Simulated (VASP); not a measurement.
# Si2Mo (I4/mmm) in VASP: further runs, part 2 of 2

VASP 6.6.1. The steps go on from the part before.

### 3 Single point, PBE

This run uses another cell than the first one, of 13.42 Å³/atom.

The input, INCAR:

```
PREC = Accurate
ENCUT = 520
EDIFF = 1E-6
ISMEAR = 0
SIGMA = 0.011
LREAL = False
LASPH = True
NELM = 60
ALGO = Normal
ISIF = 2
LWAVE = False
LCHARG = False
GGA = PE
NBANDS = 18
```

The input, KPOINTS:

```
Automatic mesh
0
Gamma
  12 12 12
```

The input, POSCAR:

```
Si2Mo
1.0
   -1.6000000000      1.6000000000      3.9305000000
    1.6000000000     -1.6000000000      3.9305000000
    1.6000000000      1.6000000000     -3.9305000000
Mo Si
1 2
Direct
    0.0000000000      0.0000000000      0.0000000000
    0.6670000000      0.6670000000      0.0000000000
    0.3330000000      0.3330000000      0.0000000000
```

Potentials or basis: VASP PAW PBE potentials, release 64 (Mo_sv, Si).

Command:

```
$ cat potpaw_PBE.64/Mo_sv/POTCAR potpaw_PBE.64/Si/POTCAR > POTCAR
$ mpirun -np 1 vasp_std > vasp.out
```

OUTCAR:

```text
PREC = Accurate
   ENCUT = 520
   EDIFF = 1E-6
   ISMEAR = 0
   LREAL = False
   LASPH = True
   NELM = 60
   ISIF = 2
   GGA = PE

 ion  position               nearest neighbor table
   1  0.000  0.000  0.000-   2 2.62   3 2.62   2 2.62   3 2.62   2 2.62   3 2.62   3 2.62   2 2.62
                             2 2.62   3 2.62
   2  0.667  0.667  0.000-   3 2.61   3 2.61   3 2.61   3 2.61   1 2.62   1 2.62   1 2.62   1 2.62
                             1 2.62   3 2.63
   3  0.333  0.333  0.000-   2 2.61   2 2.61   2 2.61   2 2.61   1 2.62   1 2.62   1 2.62   1 2.62
                             1 2.62   2 2.63

  LATTYP: Found a body centered tetragonal cell.
 ALAT       =     3.2000000000
 C/A-ratio  =     2.4565625000

  Lattice vectors:

 A1 = (  -1.6000000000,   1.6000000000,   3.9305000000)
 A2 = (   1.6000000000,  -1.6000000000,   3.9305000000)
 A3 = (   1.6000000000,   1.6000000000,  -3.9305000000)

Analysis of symmetry for initial positions (statically):
=====================================================================
 Subroutine PRICEL returns:
 Original cell was already a primitive cell.

 Routine SETGRP: Setting up the symmetry group for a
 body centered tetragonal supercell.

 Subroutine GETGRP returns: Found 16 space group operations
 (whereof 16 operations were pure point group operations)
 out of a pool of 16 trial point group operations.

The static configuration has the point symmetry D_4h.

Analysis of symmetry for dynamics (positions and initial velocities):
=====================================================================
 Subroutine PRICEL returns:
 Original cell was already a primitive cell.

 Routine SETGRP: Setting up the symmetry group for a
 body centered tetragonal supercell.

 Subroutine GETGRP returns: Found 16 space group operations
 (whereof 16 operations were pure point group operations)
 out of a pool of 16 trial point group operations.

The dynamic configuration has the point symmetry D_4h.

 Subroutine INISYM returns: Found 16 space group operations
 (whereof 16 operations are pure point group operations),
 and found     1 'primitive' translations

----------------------------------------------------------------------------------------

                                     Primitive cell

  volume of cell :      40.2483

  direct lattice vectors                    reciprocal lattice vectors
    -1.600000000  1.600000000  3.930500000     0.000000000  0.312500000  0.127210279
     1.600000000 -1.600000000  3.930500000     0.312500000  0.000000000  0.127210279
     1.600000000  1.600000000 -3.930500000     0.312500000  0.312500000  0.000000000

  length of vectors
     4.535287229  4.535287229  4.535287229     0.337399918  0.337399918  0.441941738

  position of ions in fractional coordinates (direct lattice)
     0.000000000  0.000000000  0.000000000
     0.667000000  0.667000000  0.000000000
     0.333000000  0.333000000  0.000000000

  ion indices of the primitive-cell ions
   primitive index   ion index
                 1           1
                 2           2
                 3           3

----------------------------------------------------------------------------------------

 KPOINTS: Automatic mesh

Automatic generation of k-mesh.
 Grid dimensions read from file:
[... 23 lines left out ...]
  0.083333 -0.000000  0.000000      8.000000
  0.166667 -0.000000  0.000000      8.000000
  0.250000 -0.000000  0.000000      8.000000
  0.333333 -0.000000  0.000000      8.000000
  0.416667  0.000000  0.000000      8.000000
[... 16 lines left out ...]
  0.500000  0.166667  0.000000     16.000000
 -0.416667  0.166667  0.000000     16.000000
 [... further k-points ...]
   k-points           NKPTS =    163   k-points in BZ     NKDIM =    163   number of bands    NBANDS=     18
   number of dos      NEDOS =    301   number of ions     NIONS =      3
   total plane-waves  NPLWV =  46656
   dimension x,y,z NGX =    36 NGY =   36 NGZ =   36
   dimension x,y,z NGXF=    72 NGYF=   72 NGZF=   72
   ions per type =               1   2
   NGX,Y,Z   is equivalent  to a cutoff of  13.20, 13.20, 13.20 a.u.
   NGXF,Y,Z  is equivalent  to a cutoff of  26.39, 26.39, 26.39 a.u.
 SYSTEM =  unknown system
   PREC   = accura    normal or accurate (medium, high low for compatibility)
   ISTART =      0    job   : 0-new  1-cont  2-samecut
   ICHARG =      2    charge: 1-file 2-atom 10-const
   ISPIN  =      1    spin polarized calculation?
   LNONCOLLINEAR =      F non collinear calculations
   LSORBIT =      F    spin-orbit coupling
   LASPH  =      T    aspherical Exc in radial PAW
   ENCUT  =  520.0 eV  38.22 Ry    6.18 a.u.   8.43  8.43  8.43*2*pi/ulx,y,z
   NELM   =     60;   NELMIN=  2; NELMDL= -5     # of ELM steps
   EDIFF  = 0.1E-05   stopping-criterion for ELM
   LREAL  =      F    real-space projection
   EDIFFG = 0.1E-04   stopping-criterion for IOM
   NSW    =      0    number of steps for IOM
   IBRION =     -1    ionic relax: 0-MD 1-quasi-New 2-CG
   NFREE  =      0    steps in history (QN), initial steepest desc. (CG)
   ISIF   =      2    stress and relaxation
   ISYM   =      2    0-nonsym 1-usesym 2-fastsym
   POTIM  = 0.5000    time-step for ionic-motion
   TEBEG  =    0.0;   TEEND  =   0.0 temperature during run
   PSTRESS=    0.0 pullay stress
   NELECT =      22.0000    total number of electrons
   NUPDOWN=      -1.0000    fix difference up-down
   EMIN   =  10.00;   EMAX   =-10.00  energy-range for DOS
   EFERMI =   0.00;   METHOD = LEGACY
   ISMEAR =     0;   SIGMA  =   0.01  broadening in eV -4-tet -1-fermi 0-gaus
   EFERMI_NEDOS =   21; number of points for ismear=-14 and -15
   IALGO  =     38    algorithm
   IMIX   =      4    mixing-type and parameters
     AMIX     =   0.40;   BMIX     =  1.00
     AMIX_MAG =   1.60;   BMIX_MAG =  1.00
  volume/ion in A,a.u.               =      13.42        90.54
  Fermi-wavevector in a.u.,A,eV,Ry     =   1.338546  2.529484 24.377614  1.791704
  Thomas-Fermi vector in A             =   2.467007
   LORBIT       =      0    0 simple, 1 ext, 2 COOP (PROOUT), +10 PAW based schemes
   GGA     = PE    functional components
   LHFCALC =     F    Hartree Fock is set to
   AEXX    =    0.0000 exact exchange contribution
   IVDW    =     0    specifies the selected vdW correction
   LEPSILON=     F    determine dielectric tensor
   LRPA    =     F    only Hartree local field effects (RPA)
 non-spin polarized calculation
 Gauss-broadening in eV      SIGMA  =   0.01
  energy-cutoff  :      520.00
  volume of cell :       40.25
 maximum number of plane-waves:      1112
 NGX is ok and might be reduce to    36
   NGX = 17   NGY = 17   NGZ = 17

 number of electron      22.0000000 magnetization

 Free energy of the ion-electron system (eV)
  ---------------------------------------------------
  ext. energy  EPLUGINS =         0.00000000
  ---------------------------------------------------
  free energy    TOTEN  =       -23.25215904 eV

  energy without entropy =      -23.25211110  energy(sigma->0) =      -23.25213507

 E-fermi :  12.3179     XC(G=0): -12.4280

 val. band max:       12.3159173373   @ k =   0.0833  -0.0000   0.0000
 cond. band min:      12.3292029891   @ k =  -0.2500  -0.3333   0.2500
 fundamental gap:      0.0132856519
 Fermi energy:        12.3179424414

 k-point     1 :       0.0000    0.0000    0.0000
  band No.  band energies     occupation
      1     -48.4679      2.00000
      2     -22.6304      2.00000
      3     -22.5334      2.00000
      4     -22.5334      2.00000
      5      -1.1899      2.00000
      6       5.9293      2.00000
[... 481 lines left out ...]
      5       1.7500      2.00000
      6       4.2599      2.00000
[... 10 lines left out ...]
     17      19.5929      0.00000
     18      20.4377      0.00000

 [... further k-points ...]

------------------------ aborting loop because EDIFF is reached ----------------------------------------

  FORCE on cell =-STRESS in cart. coord.  units (eV):
  Direction    XX          YY          ZZ          XY          YZ          ZX
  --------------------------------------------------------------------------------------
  -------------------------------------------------------------------------------------
  Total        0.7004439      0.7004439      0.4068346      0.0000000      0.0000000      0.0000000
  in kB       27.8827872     27.8827872     16.1949911      0.0000000      0.0000000      0.0000000
  external PRESSURE =      23.9868552 kB  Pullay stress =       0.0000000 kB

 VOLUME and BASIS-vectors are now :
 -----------------------------------------------------------------------------
  energy-cutoff  :      520.00
  volume of cell :       40.25
      direct lattice vectors                 reciprocal lattice vectors
    -1.600000000  1.600000000  3.930500000     0.000000000  0.312500000  0.127210279
     1.600000000 -1.600000000  3.930500000     0.312500000  0.000000000  0.127210279
     1.600000000  1.600000000 -3.930500000     0.312500000  0.312500000  0.000000000

 POSITION                                       TOTAL-FORCE (eV/Angst)
 -----------------------------------------------------------------------------------
      0.00000      0.00000      0.00000        -0.000000     -0.000000      0.000000
      0.00000      0.00000      5.24329         0.000000      0.000000     -0.271664
      0.00000      0.00000      2.61771        -0.000000     -0.000000      0.271664
 -----------------------------------------------------------------------------------
    total drift:                                0.000000      0.000000     -0.000000

  FREE ENERGIE OF THE ION-ELECTRON SYSTEM (eV)
  ---------------------------------------------------
  free  energy   TOTEN  =       -23.2521590405 eV

  energy  without entropy=      -23.2521111000  energy(sigma->0) =      -23.25213507
```

stdout:

```text
POSCAR found type information on POSCAR MoSi
 POSCAR found :  2 types and       3 ions
 scaLAPACK will be used
 LDA part: xc-table for (Slater+PW92), standard interpolation
 POSCAR, INCAR and KPOINTS ok, starting setup
 FFT: planning ... GRIDC
 FFT: planning ... GRID_SOFT
 FFT: planning ... GRID
 WAVECAR not read
 entering main loop
```

Run time: 3.8 min. Hardware: 1 thread of Intel Xeon Platinum 8259CL at 2.50GHz (Skylake/Cascade Lake), shared host; peak memory 0.27 GiB.

Results:

* Free energy: -23.2522 eV
* Pressure: 2.4 GPa
* Largest force: 0.272 eV/Å
* Band gap on the k mesh: zero (bands 11 and 12 overlap by 1.04 eV)

Forces on the atoms (eV/Å):
```
Mo   0.000  0.000  0.000
Si   0.000  0.000 -0.272
Si   0.000  0.000  0.272
```

Levels at points of the mesh, in eV from the Fermi level:
```tsv
k point	band 7	band 8	band 9	band 10	band 11	band 12	band 13	band 14	band 15	band 16
(0.00, 0.00, 0.00)	-3.51	-3.07	-2.71	-2.71	0.36	3.03	3.06	3.59	3.59	4.02
(0.50, 0.00, 0.00)	-4.96	-4.52	-2.66	-2.56	-0.57	2.22	2.97	3.98	4.21	5.43
(0.50, 0.50, 0.00)	-5.75	-5.33	-4.54	-3.11	-1.18	2.27	2.66	2.96	3.20	4.76
(0.50, 0.50, 0.50)	-3.55	-2.33	-0.63	-0.63	-0.58	-0.58	0.50	4.57	5.11	5.85
```

### 4 Single point, LDA

This run uses another cell than the first one, of 13.42 Å³/atom.

The input, INCAR:

```
  PREC = Accurate
  ENCUT = 520
  EDIFF = 1E-6
  ISMEAR = -1
  SIGMA = 0.05
  LREAL = False
  LASPH = True
  NELM = 100
  ALGO = Normal
  ISIF = 2
  LWAVE = False
  LCHARG = False
  NBANDS = 18
```

KPOINTS is that of step 3.

POSCAR is that of step 3.

Potentials or basis: VASP PAW LDA potentials, release 64 (Mo_sv, Si).

Command:

```
$ cat potpaw_LDA.64/Mo_sv/POTCAR potpaw_LDA.64/Si/POTCAR > POTCAR
$ mpirun -np 1 vasp_std > vasp.out
```

Run time: 3.4 min. Hardware: 1 thread of Intel Xeon Platinum 8259CL at 2.50GHz (Skylake/Cascade Lake), shared host; peak memory 0.25 GiB.

It converged, with:

```yaml
Free_energy: -25.7963 eV
Pressure: -5.5 GPa
Largest_force: 0.366 eV/Å
Band_gap_on_the_k_mesh: zero (bands 11 and 12 overlap by 1.03 eV)
```

Forces in eV/Å, atoms in the order of the input:
```
Mo   0.000  0.000  0.000
Si   0.000  0.000 -0.366
Si   0.000  0.000  0.366
```

Stress tensor (GPa, compression positive):
```
-4.92  0.00  0.00
 0.00 -4.92  0.00
 0.00  0.00 -6.75
```

Levels at points of the mesh, in eV from the Fermi level:
| k point | band 7 | band 8 | band 9 | band 10 | band 11 | band 12 | band 13 | band 14 | band 15 | band 16 |
| --- | --- | --- | --- | --- | --- | --- | --- | --- | --- | --- |
| (0.00, 0.00, 0.00) | -3.46 | -3.05 | -2.66 | -2.66 | 0.41 | 3.03 | 3.18 | 3.63 | 3.63 | 4.04 |
| (0.50, 0.00, 0.00) | -4.91 | -4.42 | -2.63 | -2.51 | -0.52 | 2.22 | 3.00 | 3.99 | 4.24 | 5.49 |
| (0.50, 0.50, 0.00) | -5.65 | -5.28 | -4.48 | -3.06 | -1.09 | 2.27 | 2.67 | 2.98 | 3.25 | 4.85 |
| (0.50, 0.50, 0.50) | -3.52 | -2.30 | -0.60 | -0.60 | -0.52 | -0.52 | 0.55 | 4.57 | 5.04 | 5.95 |

Caveat: the cell stands under tension.

### 5 Single point, PBE

This run uses another cell than the first one, of 13.58 Å³/atom.

The input, INCAR:

```
PREC = Accurate
ENCUT = 520
EDIFF = 1E-6
ISMEAR = -1
SIGMA = 0.05
LREAL = F
LASPH = T
NELM = 100
ALGO = Normal
ISIF = 2
LWAVE = F
LCHARG = T
GGA = PE
LELF = T
LVHAR = T
NBANDS = 18
```

KPOINTS is that of step 4.

The input, POSCAR:

```
Si2Mo
1.0
   -1.6083795848      1.6083795848      3.9367427612
    1.6083795848     -1.6083795848      3.9367427612
    1.6083795848      1.6083795848     -3.9367427612
Mo Si
1 2
Direct
    0.0000000000      0.0000000000      0.0000000000
    0.6649058193      0.6649058193      0.0000000000
    0.3350941807      0.3350941807      0.0000000000
```

Potentials or basis: VASP PAW PBE potentials, release 64 (Mo_sv, Si).

Command:

```
$ cat potpaw_PBE.64/Mo_sv/POTCAR potpaw_PBE.64/Si/POTCAR > POTCAR
$ mpirun -np 1 vasp_std > vasp.out
```

It took 2.6 min on 1 thread of Intel Xeon Platinum 8259CL at 2.50GHz (Skylake/Cascade Lake), shared host; peak memory 0.28 GiB.

The run converged. Its results:

| Item | Value |
| --- | --- |
| Free energy | -23.2621 eV |
| Pressure | 0.2 GPa |
| Largest force | 0.004 eV/Å |
| Band gap on the k mesh | zero (bands 11 and 12 overlap by 0.94 eV) |

Forces in eV/Å, atoms in the order of the input:
```
Mo   0.000  0.000  0.000
Si   0.000  0.000  0.004
Si   0.000  0.000 -0.004
```

Levels at points of the mesh, in eV from the Fermi level:
| k point | band 7 | band 8 | band 9 | band 10 | band 11 | band 12 | band 13 | band 14 | band 15 | band 16 |
| --- | --- | --- | --- | --- | --- | --- | --- | --- | --- | --- |
| (0.00, 0.00, 0.00) | -3.41 | -2.98 | -2.57 | -2.57 | 0.37 | 3.08 | 3.26 | 3.48 | 3.48 | 4.04 |
| (0.50, 0.00, 0.00) | -4.88 | -4.44 | -2.53 | -2.51 | -0.48 | 2.23 | 3.09 | 3.98 | 4.18 | 5.49 |
| (0.50, 0.50, 0.00) | -5.57 | -5.19 | -4.38 | -2.98 | -1.20 | 2.27 | 2.68 | 3.11 | 3.32 | 4.77 |
| (0.50, 0.50, 0.50) | -3.44 | -2.14 | -0.55 | -0.55 | -0.47 | -0.47 | 0.50 | 4.70 | 5.00 | 6.04 |

### 6 Relaxation of cell and atoms, PBE

This run uses another cell than the first one, of 13.42 Å³/atom.

The input, INCAR:

```
PREC = Accurate
ENCUT = 600
EDIFF = 1E-6
ISMEAR = -1
SIGMA = 0.05
LREAL = F
LASPH = T
NELM = 100
ALGO = Normal
ISIF = 3
LWAVE = F
LCHARG = F
GGA = PE
IBRION = 2
NSW = 60
EDIFFG = -0.01
```

The input, KPOINTS:

```
regular mesh
0
Gamma
  12 12 12
```

The input, POSCAR:

```
Si2Mo
1.0
   -1.6000000000      1.6000000000      3.9305000000
    1.6000000000     -1.6000000000      3.9305000000
    1.6000000000      1.6000000000     -3.9305000000
Mo Si
1 2
Direct
    0.0000000000      0.0000000000      0.0000000000
    0.6670000000      0.6670000000      0.0000000000
    0.3330000000      0.3330000000      0.0000000000
```

Potentials or basis: VASP PAW PBE potentials, release 64 (Mo_sv, Si).

Command:

```
$ cat potpaw_PBE.64/Mo_sv/POTCAR potpaw_PBE.64/Si/POTCAR > POTCAR
$ mpirun -np 1 vasp_std > vasp.out
```

It took 8.6 min on 1 thread of Intel Xeon Platinum 8259CL at 2.50GHz (Skylake/Cascade Lake), shared host; peak memory 0.29 GiB.

Results (log left out):

```
Free energy                           : -23.2620 eV
Relaxed volume                        : 13.59 Å³/atom
Relaxed cell                          : a = 4.548 Å, b = 4.548 Å, c = 4.548 Å, α = 138.57°, β = 138.57°, γ = 60.03°
Space group after relaxing (to 0.1 Å) : I4/mmm (No. 139)
Energy gained by relaxing             : 2.8 meV/atom
Ionic steps                           : 6
Pressure after relaxing               : 0.0 GPa
Largest force after relaxing          : 0.004 eV/Å
Band gap on the k mesh                : zero (bands 11 and 12 overlap by 0.94 eV)
```

Forces in eV/Å, atoms in the order of the input:
```
Mo   0.000  0.000  0.000
Si   0.000  0.000  0.004
Si   0.000  0.000 -0.004
```

Stress tensor (GPa, compression positive):
```
 0.03  0.00  0.00
 0.00  0.03  0.00
 0.00  0.00 -0.08
```

The path:
| step | energy change (eV) | largest force (eV/Å) | pressure (GPa) | volume (Å³) |
| --- | --- | --- | --- | --- |
| 1 | 0.0000 | 0.2743 | 2.37 | 40.25 |
| 2 | -0.0015 | 0.0896 | -3.23 | 41.42 |
| 3 | -0.0066 | 0.1730 | -0.69 | 40.86 |
| 4 | -0.0084 | 0.0106 | 0.13 | 40.74 |
| 5 | -0.0084 | 0.0141 | 0.02 | 40.76 |
| 6 | -0.0085 | 0.0039 | -0.01 | 40.76 |

Final structure:
```
CELL_PARAMETERS angstrom
-1.60859 1.60859 3.93818
1.60859 -1.60859 3.93818
1.60859 1.60859 -3.93818
ATOMIC_POSITIONS crystal
Mo 0.00000 0.00000 0.00000
Si 0.66490 0.66490 0.00000
Si 0.33510 0.33510 0.00000
```

Levels at points of the mesh, in eV from the Fermi level:
```tsv
k point	band 7	band 8	band 9	band 10	band 11	band 12	band 13	band 14	band 15
(0.00, 0.00, 0.00)	-3.42	-2.98	-2.57	-2.57	0.37	3.08	3.26	3.48	3.48
(0.50, 0.00, 0.00)	-4.88	-4.44	-2.53	-2.51	-0.48	2.22	3.08	3.97	4.18
(0.50, 0.50, 0.00)	-5.57	-5.19	-4.37	-2.98	-1.20	2.27	2.68	3.10	3.31
(0.50, 0.50, 0.50)	-3.44	-2.14	-0.55	-0.55	-0.47	-0.47	0.50	4.69	4.99
```

PBE usually gives volumes a little too large and moduli too small. Zero-point motion and thermal expansion aren't in these numbers.

### 7 Overview

```csv
task,level,potentials or basis,cell,cutoff (eV),smearing,gap on the mesh (eV),pressure (GPa),largest force (eV/Å)
single point,LDA,"VASP PAW LDA potentials, release 64 (Mo_sv, Si)","a = 4.490 Å, angles 138.6, 138.6, 60.0°, 3 atoms, atomic positions A",520,fermi-dirac 0.05 eV,none,0.6,0.01
single point,PBE,"VASP PAW PBE potentials, release 64 (Mo_sv, Si)","a = 4.535 Å, angles 138.7, 138.7, 59.9°, 3 atoms, atomic positions B",520,gaussian 0.011 eV,none,2.4,0.27
single point,LDA,"VASP PAW LDA potentials, release 64 (Mo_sv, Si)","a = 4.535 Å, angles 138.7, 138.7, 59.9°, 3 atoms, atomic positions B",520,fermi-dirac 0.05 eV,none,-5.5,0.37
single point,PBE,"VASP PAW PBE potentials, release 64 (Mo_sv, Si)","a = 4.547 Å, angles 138.6, 138.6, 60.0°, 3 atoms, atomic positions A",520,fermi-dirac 0.05 eV,none,0.2,-
relaxation of cell and atoms,PBE,"VASP PAW PBE potentials, release 64 (Mo_sv, Si)","relaxed from a = 4.535 Å, angles 138.7, 138.7, 59.9°, 3 atoms, atomic positions B",600,fermi-dirac 0.05 eV,none,0.0,-
```

Alike in all rows: no spin polarisation; k mesh 12 × 12 × 12.

Caveats: the cell stands under tension (at least some runs).

Total energies depend on the potentials used, so only differences within one code and one set of settings carry meaning.
